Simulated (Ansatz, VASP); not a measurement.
## One calculation of MgS, two programs

INCAR

```
PREC     = Accurate       # precision mode
ENCUT    = 520            # plane-wave cutoff, eV
EDIFF    = 1E-6           # SCF threshold, eV
ISMEAR   = 0              # smearing method
SIGMA    = 0.05           # smearing width, eV
LREAL    = False          # projectors in reciprocal space
LASPH    = True           # aspherical terms in the spheres
NELM     = 60             # most SCF steps
ALGO     = Normal         # electronic algorithm
ISIF     = 2              # what is computed and relaxed
LWAVE    = False          # write WAVECAR
LCHARG   = False          # write CHGCAR
GGA      = CA             # functional
NBANDS   = 11             # bands
```

The input KPOINTS:

```
Automatic mesh
0
Gamma
  8 8 8
```

Contents of POSCAR:

```
MgS
1.0
    0.0000000000      2.9181136482      2.8756168475
    2.9181136482      0.0000000000      2.8756168475
    2.9181136482      2.9181136482      0.0000000000
Mg S
1 1
Direct
    0.0000000000      0.0000000000      0.0000000000
    0.7500000000      0.7500000000      0.7500000000
```

Input for Ansatz:

```yaml
crystal:
  lattice:
    - [0.0, 2.9181136482, 2.8756168475]
    - [2.9181136482, 0.0, 2.8756168475]
    - [2.9181136482, 2.9181136482, 0.0]
  atoms:
    - { symbol: Mg, position: [0.0, 0.0, 0.0] }
    - { symbol: S, position: [0.75, 0.75, 0.75] }
basis:
  ecutwfc: 420
kpoints:
  mp_grid: { grid: [8, 8, 8] }
hamiltonian:
  xc: lda
scf:
  occupations: { method: gaussian, width: 0.05 }
output:
  forces: true
  stress: true
  eigenvalues: true
  write_density: true
  write_potential: true
  elf: true
  volumetric_format: npy
```

Change from the starting cell: strain +0.030 along x and y, +0.015 along z, atoms carried along.

Alike in both runs: task single point; functional LDA; k mesh 8 × 8 × 8; occupations gaussian, width 0.05 eV; no spin polarisation.

```csv
,VASP,Ansatz
version,VASP 6.6.1,Ansatz 0.2.0
potentials or method,"VASP PAW LDA potentials, release 64 (Mg, S), cutoff 520 eV","scalar-relativistic, plane waves, PAW"
valence electrons in the cell,8,16
```

Ansatz gave:

```
gap on the k mesh at the Fermi level (eV)                     : 2.80
least direct gap on the mesh (eV)                             : 2.80
pressure (GPa)                                                : -5.5
traceless stress, the component that is largest in VASP (GPa) : 0.25
```

Problem. Estimate VASP's values.

Solution. gap on the k mesh at the Fermi level (eV): 2.80; least direct gap on the mesh (eV): 2.80; pressure (GPa): -5.8; traceless stress, the component that is largest in VASP (GPa): 0.24.

LDA's correlation is that of Perdew and Zunger in VASP and of Perdew and Wang (1992) in Ansatz. VASP's potentials hold 8 valence electrons a cell and Ansatz's 16, so a difference there can come from the potentials and not from the codes.
